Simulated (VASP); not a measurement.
Here is a VASP 6.6.1 calculation.

Contents of INCAR:

```
ALGO = Normal
EDIFF = 1E-6
ENCUT = 600
GGA = PE
GGA_COMPAT = False
ISIF = 2
ISMEAR = 0
IVDW = 12
LASPH = True
LCHARG = False
LREAL = False
LWAVE = False
NBANDS = 28
NELM = 120
PREC = Accurate
SIGMA = 0.02
```

File KPOINTS:

```
k-points
0
Gamma
  8 8 6
```

File POSCAR:

```
PbO
1.0
    3.9532705241      0.0000000000      0.0000000000
    0.0000000000      4.1137646386      0.0000000000
    0.0000000000      0.0000000000      4.9948675973
Pb O
2 2
Direct
    0.0000000000      0.5000000000      0.2376143036
    0.5000000000      0.0000000000      0.7623856964
    0.0000000000      0.0000000000      0.0088962771
    0.5000000000      0.5000000000     -0.0088962771
```

Potentials or basis: VASP PAW PBE potentials, release 64 (Pb_d, O).

Command:

```bash
$ cat potpaw_PBE.64/Pb_d/POTCAR potpaw_PBE.64/O/POTCAR > POTCAR
$ mpirun -np 1 vasp_std > vasp.out
```

Q: What does it give for the largest force?

A: 0.035 eV/Å.

Q: Predict the dispersion energy per atom.

A: -0.234 eV.

Forces on the atoms (eV/Å):
```
Pb   0.000  0.000  0.035
Pb   0.000  0.000 -0.035
O    0.000  0.000  0.003
O    0.000  0.000 -0.003
```

Caveat: the cell differs from its parent crystal (uniaxial strain along a: -2.0 %, then relaxed in part).
